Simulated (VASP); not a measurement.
# BN in VASP: further runs

BN is run at these levels: PBE+D3(BJ); tasks: phonons, electric field gradients.

Everything below comes from runs of VASP 6.6.1. Logs are shortened: lines on timing, memory, paths and dates and some standing lists are left out, and cuts for length are marked.

## 1. The cell of the first run

The structure is trigonal, space group R3m (No. 160). Conventional cell: a = 2.457 Å, b = 2.457 Å, c = 7.333 Å, α = 90.00°, β = 90.00°, γ = 120.00°. B (site symmetry 3m) has 3 N at 1.42 Å within 1.9 Å. Within 1.9 Å of N (site symmetry 3m) lie 3 B at 1.42 Å.

## 2. Phonons, PBE+D3(BJ)

The input, INCAR:

```
SYSTEM = BN
ALGO = Normal
EDIFF = 1E-8
ENCUT = 520
GGA = PE
IBRION = 6
ISIF = 2
ISMEAR = 0
IVDW = 12
LASPH = .True.
LCHARG = .False.
LREAL = .False.
LWAVE = .False.
NBANDS = 11
NELM = 60
NFREE = 2
NSW = 1
POTIM = 0.015
PREC = Accurate
SIGMA = 0.01
```

The input, KPOINTS:

```
k-points
0
Gamma
  12 12 12
  0 0 0
```

The input, POSCAR:

```
BN
1.0
    2.4458820380      0.0022413625     -0.2324989923
   -1.2138389775      2.1234278605      0.2324839923
   -0.9948826901     -0.8432280674      2.5072977196
B N
1 1
Direct
    1.0036141845      0.9977118423      0.0127120268
    0.6445348155      0.3181721577      0.9740929732
```

Potentials or basis: VASP PAW PBE potentials, release 64 (B, N).

Command:

```bash
$ cat potpaw_PBE.64/B/POTCAR potpaw_PBE.64/N/POTCAR > POTCAR
$ mpirun -np 1 vasp_std > vasp.out
```

OUTCAR:

```text
SYSTEM = BN
   EDIFF = 1E-8
   ENCUT = 520
   GGA = PE
   IBRION = 6
   ISIF = 2
   ISMEAR = 0
   IVDW = 12
   LASPH = .True.
   LREAL = .False.
   NELM = 60
   NFREE = 2
   NSW = 1
   POTIM = 0.015
   PREC = Accurate
 IVDW          = 12

 ion  position               nearest neighbor table
   1  0.004  0.998  0.013-   2 1.42   2 1.42   2 1.42
   2  0.645  0.318  0.974-   1 1.42   1 1.42   1 1.42

  LATTYP: Found a trigonal (rhomboedric) cell.
 ALAT       =     2.8261930216
 COS(alpha) =     0.6221283088

  Lattice vectors:

 A1 = (  -0.9948826901,  -0.8432280674,   2.5072977196)
 A2 = (   1.4509993479,  -0.8409867049,   2.2747987273)
 A3 = (   0.2371603704,   1.2824411556,   2.5072827196)

Analysis of symmetry for initial positions (statically):
=====================================================================
 Subroutine PRICEL returns:
 Original cell was already a primitive cell.

 Routine SETGRP: Setting up the symmetry group for a
 trigonal (rhombohedral) supercell.

 Subroutine GETGRP returns: Found  6 space group operations
 (whereof  1 operations were pure point group operations)
 out of a pool of 12 trial point group operations.

The static configuration has the point symmetry C_1 .
 The point group associated with its full space group is C_3v.

Analysis of symmetry for dynamics (positions and initial velocities):
=====================================================================
 Subroutine PRICEL returns:
 Original cell was already a primitive cell.

 Routine SETGRP: Setting up the symmetry group for a
 trigonal (rhombohedral) supercell.

 Subroutine GETGRP returns: Found  6 space group operations
 (whereof  1 operations were pure point group operations)
 out of a pool of 12 trial point group operations.

The dynamic configuration has the point symmetry C_1 .
 The point group associated with its full space group is C_3v.

 Subroutine INISYM returns: Found  6 space group operations
 (whereof  1 operations are pure point group operations),
 and found     1 'primitive' translations

----------------------------------------------------------------------------------------

                                     Primitive cell

  volume of cell :      12.7787

  direct lattice vectors                    reciprocal lattice vectors
     2.445882038  0.002241362 -0.232498992     0.431977470  0.220066618  0.245416909
    -1.213838978  2.123427861  0.232483992     0.014902156  0.461803892  0.161222139
    -0.994882690 -0.843228067  2.507297720     0.038675030 -0.022413272  0.406644017

  length of vectors
     2.456908576  2.456908576  2.826193022     0.543381367  0.489364371  0.409093473

  position of ions in fractional coordinates (direct lattice)
     0.003614185  0.997711842  0.012712027
     0.644534816  0.318172158  0.974092973

  ion indices of the primitive-cell ions
   primitive index   ion index
                 1           1
                 2           2

----------------------------------------------------------------------------------------

 KPOINTS: k-points

Automatic generation of k-mesh.
 Grid dimensions read from file:
 generate k-points for:   12   12   12

 Generating k-lattice:

  Cartesian coordinates                     Fractional coordinates (reciprocal lattice)
     0.035998123  0.018338885  0.020451409     0.083333333 -0.000000000  0.000000000
     0.001241846  0.038483658  0.013435178    -0.000000000  0.083333333  0.000000000
     0.003222919 -0.001867773  0.033887001     0.000000000 -0.000000000  0.083333333

  Length of vectors
     0.045281781  0.040780364  0.034091123

  Shift w.r.t. Gamma in fractional coordinates (k-lattice)
     0.000000000  0.000000000  0.000000000

 Subroutine IBZKPT returns following result:
 ===========================================

 Found    189 irreducible k-points:

 Following reciprocal coordinates:
            Coordinates               Weight
  0.000000  0.000000  0.000000      1.000000
  0.083333  0.000000  0.000000      6.000000
  0.166667 -0.000000  0.000000      6.000000
  0.250000 -0.000000  0.000000      6.000000
  0.333333 -0.000000  0.000000      6.000000
  0.416667 -0.000000  0.000000      6.000000
[... 16 lines left out ...]
  0.166667  0.250000  0.000000     12.000000
  0.250000  0.250000 -0.000000     12.000000
 [... further k-points ...]
   k-points           NKPTS =    189   k-points in BZ     NKDIM =    189   number of bands    NBANDS=     11
   number of dos      NEDOS =    301   number of ions     NIONS =      2
   total plane-waves  NPLWV =   7776
   dimension x,y,z NGX =    18 NGY =   18 NGZ =   24
   dimension x,y,z NGXF=    36 NGYF=   36 NGZF=   48
   ions per type =               1   1
   NGX,Y,Z   is equivalent  to a cutoff of  12.18, 12.18, 14.12 a.u.
   NGXF,Y,Z  is equivalent  to a cutoff of  24.36, 24.36, 28.24 a.u.
 SYSTEM =  BN
   PREC   = accura    normal or accurate (medium, high low for compatibility)
   ISTART =      0    job   : 0-new  1-cont  2-samecut
   ICHARG =      2    charge: 1-file 2-atom 10-const
   ISPIN  =      1    spin polarized calculation?
   LNONCOLLINEAR =      F non collinear calculations
   LSORBIT =      F    spin-orbit coupling
   LASPH  =      T    aspherical Exc in radial PAW
   ENCUT  =  520.0 eV  38.22 Ry    6.18 a.u.   4.57  4.57  5.25*2*pi/ulx,y,z
   NELM   =     60;   NELMIN=  2; NELMDL= -5     # of ELM steps
   EDIFF  = 0.1E-07   stopping-criterion for ELM
   LREAL  =      F    real-space projection
   EDIFFG = 0.1E-06   stopping-criterion for IOM
   NSW    =     61    number of steps for IOM
   IBRION =      6    ionic relax: 0-MD 1-quasi-New 2-CG
   NFREE  =      2    steps in history (QN), initial steepest desc. (CG)
   ISIF   =      2    stress and relaxation
   ISYM   =      2    0-nonsym 1-usesym 2-fastsym
   POTIM  = 0.0150    time-step for ionic-motion
   TEBEG  =    0.0;   TEEND  =   0.0 temperature during run
   PSTRESS=    0.0 pullay stress
   NELECT =       8.0000    total number of electrons
   NUPDOWN=      -1.0000    fix difference up-down
   EMIN   =  10.00;   EMAX   =-10.00  energy-range for DOS
   EFERMI =   0.00;   METHOD = LEGACY
   ISMEAR =     0;   SIGMA  =   0.01  broadening in eV -4-tet -1-fermi 0-gaus
   EFERMI_NEDOS =   21; number of points for ismear=-14 and -15
   IALGO  =     38    algorithm
   IMIX   =      4    mixing-type and parameters
     AMIX     =   0.40;   BMIX     =  1.00
     AMIX_MAG =   1.60;   BMIX_MAG =  1.00
  volume/ion in A,a.u.               =       6.39        43.12
  Fermi-wavevector in a.u.,A,eV,Ry     =   1.400477  2.646519 26.685613  1.961337
  Thomas-Fermi vector in A             =   2.523434
   LORBIT       =      0    0 simple, 1 ext, 2 COOP (PROOUT), +10 PAW based schemes
   GGA     = PE    functional components
   LHFCALC =     F    Hartree Fock is set to
   AEXX    =    0.0000 exact exchange contribution
   IVDW    =    12    specifies the selected vdW correction
   LEPSILON=     F    determine dielectric tensor
   LRPA    =     F    only Hartree local field effects (RPA)
 finite differences with symmetry
 non-spin polarized calculation
 Gauss-broadening in eV      SIGMA  =   0.01
  energy-cutoff  :      520.00
  volume of cell :       12.78
 maximum number of plane-waves:       358
   NGX =  9   NGY =  9   NGZ = 11

--------------------------------------- Ionic step        1  -------------------------------------------

 number of electron       8.0000000 magnetization

 Free energy of the ion-electron system (eV)
  ---------------------------------------------------
  ext. energy  EPLUGINS =         0.00000000
  ---------------------------------------------------
  free energy    TOTEN  =       -17.06119625 eV

  energy without entropy =      -17.06119625  energy(sigma->0) =      -17.06119625

------------------------ aborting loop because EDIFF is reached ----------------------------------------

 Edisp (eV)   -0.40858

 E8    (eV) :    -0.1216
[... 151 lines left out ...]
--------------------------------------- Ionic step        5  -------------------------------------------

 number of electron       8.0000000 magnetization

 Free energy of the ion-electron system (eV)
  ---------------------------------------------------
  ext. energy  EPLUGINS =         0.00000000
  ---------------------------------------------------
  free energy    TOTEN  =       -17.05590658 eV

  energy without entropy =      -17.05590658  energy(sigma->0) =      -17.05590658

 E-fermi :   6.1701     XC(G=0): -12.2248

 val. band max:        6.1255582494   @ k =  -0.7500   0.2500   0.7500
 cond. band min:       9.4110922924   @ k =   0.5000  -0.0000   0.0000
 fundamental gap:      3.2855340430
 Fermi energy:         6.1700643798

 k-point     1 :       0.0000    0.0000    0.0000
  band No.  band energies     occupation
      1     -13.5543      2.00000
      2       4.2791      2.00000
      3       4.2972      2.00000
      4       4.6584      2.00000
      5      14.0590      0.00000
      6      17.4161      0.00000
      7      17.8917      0.00000
      8      18.9874      0.00000
      9      24.3974      0.00000
     10      33.4522      0.00000
     11      34.5716      0.00000
[... 309 lines left out ...]
 k-point    24 :       0.2500    0.2500   -0.0000
  band No.  band energies     occupation
      1      -9.4798      2.00000
      2      -2.5078      2.00000
      3      -0.3528      2.00000
      4       4.2896      2.00000
      5      11.2865      0.00000
      6      19.0010      0.00000
      7      21.1488      0.00000
      8      23.1990      0.00000
      9      26.5673      0.00000
     10      32.4211      0.00000
     11      34.6890      0.00000

 [... further k-points ...]

------------------------ aborting loop because EDIFF is reached ----------------------------------------

 Edisp (eV)   -0.40857

 E8    (eV) :    -0.1215
[... 25 lines left out ...]
  FREE ENERGIE OF THE ION-ELECTRON SYSTEM (eV)
  ---------------------------------------------------
  free  energy   TOTEN  =       -17.4644754681 eV

  energy  without entropy=      -17.4644754681  energy(sigma->0) =      -17.46447547

 INTERNAL STRAIN TENSORS FROM DISPLACED ATOMS
 ============================================

 INTERNAL STRAIN TENSOR FOR ION    1 for displacements in x,y,z  (eV/Angst):
          X           Y           Z          XY          YZ          ZX
  --------------------------------------------------------------------------------
  x    -0.37270     0.04789    -0.35867    16.65184    -1.55204    -2.66804
  y    16.40549   -16.21729     0.20790    -0.37720    -4.44600    -1.55204
  z     1.80148     0.02351    -9.01135    -1.55204     0.45425    -0.78375

 INTERNAL STRAIN TENSOR FOR ION    2 for displacements in x,y,z  (eV/Angst):
          X           Y           Z          XY          YZ          ZX
  --------------------------------------------------------------------------------
  x     0.37635    -0.04442     0.35958   -16.64901     1.55191     2.66880
  y   -16.40463    16.21230    -0.20843     0.37727     4.44660     1.55191
  z    -1.76497     0.01284     9.02296     1.55191    -0.45280     0.78127

 Eigenvectors and eigenvalues of the dynamical matrix
 ----------------------------------------------------

   1 f  =   43.629481 THz   274.132111 2PiTHz 1455.322820 cm-1   180.436952 meV
             X         Y         Z           dx          dy          dz
     -1.214869  2.107858  0.262985    -0.745369   -0.064557    0.067332
      0.221138 -0.144322  2.366457     0.654985    0.056729   -0.059167
[... 21 lines left out ...]
   6 f/i=    0.005393 THz     0.033883 2PiTHz    0.179881 cm-1     0.022302 meV
             X         Y         Z           dx          dy          dz
     -1.214869  2.107858  0.262985     0.062378   -0.036150    0.655865
      0.221138 -0.144322  2.366457     0.071039   -0.041169    0.746928

 ELASTIC MODULI CONTR FROM IONIC RELAXATION (kBar)
 Direction    XX          YY          ZZ          XY          YZ          ZX
 --------------------------------------------------------------------------------
 XX        -733.0060    686.8606    184.3915     39.2133    179.6087     84.1041
 YY         686.8606   -709.9504    171.1798    -19.0840   -199.9172    -49.0628
 ZZ         184.3915    171.1798  -1841.0977    -11.5396    110.6240   -190.8845
 XY          39.2133    -19.0840    -11.5396   -738.3498     65.0483    113.4782
 YZ         179.6087   -199.9172    110.6240     65.0483    -65.0764    -17.8292
 ZX          84.1041    -49.0628   -190.8845    113.4782    -17.8292    -44.6569
 --------------------------------------------------------------------------------
```

It took 2.5 min on 1 thread of AMD EPYC 9R45 (Zen 5), shared host; peak memory 0.28 GiB.

What came out:

```
Highest phonon frequency at Γ, LO-TO splitting left out : 1455 cm⁻¹
Dispersion energy per atom                              : -0.204 eV
```

Phonon frequencies in cm⁻¹ (negative: imaginary):
| q point | frequencies |
| --- | --- |
| (0.000, 0.000, 0.000) | 0 0 0 496 1455 1455 |

Caveat: the cell stands under pressure or tension, which shifts response properties.

(Part 1 of 2 ends here.)
